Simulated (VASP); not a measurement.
Set up this calculation in VASP 6.6.1, as the native input.

```
Task                   : single point
Functional             : PBE
Potentials or basis    : VASP PAW PBE potentials, release 64 (Pd)
Cutoff                 : 520 eV
k mesh                 : 20 × 20 × 20
Occupations            : gaussian, width 0.15 eV
Spin                   : no spin polarisation
Dipole correction      : no
Further INCAR settings : ALGO = Normal; EDIFF = 1e-06; NBANDS = 11
```

The structure of Pd lies in POSCAR:

```
Pd
1.0
    0.0000000000      1.9449000000      2.0470072500
    1.9449000000      0.0000000000      2.0470072500
    1.9449000000      1.9449000000      0.0000000000
Pd
1
Direct
    0.0000000000      0.0000000000      0.0000000000
```

This cell differs from its parent crystal: strain +0.0525 x Voigt [0, 0, 1, 0, 0, 0].

These files were run (other wordings do the same):

INCAR

```
ALGO = Normal ; EDIFF = 1E-6
ENCUT = 520 ; GGA = PE
ISIF = 2 ; ISMEAR = 0
LASPH = True ; LCHARG = False
LREAL = False ; LWAVE = False
NBANDS = 11 ; NELM = 60
PREC = Accurate ; SIGMA = 0.15
```

KPOINTS

```
k-points
0
Gamma
  20 20 20
```

Potentials or basis: VASP PAW PBE potentials, release 64 (Pd).

Launch:

```console
$ cat potpaw_PBE.64/Pd/POTCAR > POTCAR
$ mpirun -np 1 vasp_std > vasp.out
```

It gave:

- Pressure: -1.8 GPa
- Band gap on the k mesh: zero (bands 5 and 6 overlap by 1.62 eV)

Caveat: the cell differs from its parent crystal (strain +0.0525 x Voigt [0, 0, 1, 0, 0, 0]).

It took 75 s on 1 thread of Intel Xeon 8259CL, on a shared host, peak memory 0.23 GiB.
